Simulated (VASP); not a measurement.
BaTe: single point with PBE

BaTe:

```
Ba Te
1.0
     0.00000    3.53239    3.44054
     3.53239    0.00000    3.44054
     3.53239    3.53239    0.00000
Ba Te
1 1
Direct
  0.00000 0.00000 0.00000
  0.50000 0.50000 0.50000
```

This cell differs from its parent crystal: uniaxial z strain -2.6%.

| Property | Result |
| --- | --- |
| Program | VASP 6.6.1 |
| Task | single point |
| Functional | PBE |
| Potentials or basis | VASP PAW PBE potentials, release 64 (Ba_sv, Te) |
| Cutoff | 500 eV |
| k mesh | 6 × 6 × 6 |
| Occupations | fermi-dirac, width 0.02 eV |
| Spin | no spin polarisation |

* Pressure: 1.2 GPa
* Band gap on the k mesh: 1.47 eV (least direct gap 1.86 eV)

Stress tensor (GPa, compression positive):
```
0.55 0.00 0.00
0.00 0.55 0.00
0.00 0.00 2.47
```

Levels at points of the mesh, in eV from the valence-band top:
```tsv
k point	band 6	band 7	band 8	band 9	band 10	band 11
(0.00, 0.00, 0.00)	-0.07	-0.07	0.00	2.82	2.82	2.82
(0.50, 0.00, 0.00)	-2.28	-1.18	-1.17	4.14	4.70	4.81
(0.50, 0.50, 0.00)	-1.10	-0.48	-0.48	1.47	4.42	4.58
(0.50, 0.00, 0.50)	-1.22	-0.43	-0.38	1.47	4.31	4.66
```

Wall time 33 s on 1 thread of Intel Xeon 8259CL (shared host), peak memory 0.22 GiB.

Caveat: the cell differs from its parent crystal (uniaxial z strain -2.6%); spin-orbit coupling is left out, which moves the levels of the heavy elements. A k mesh can miss the band edges.
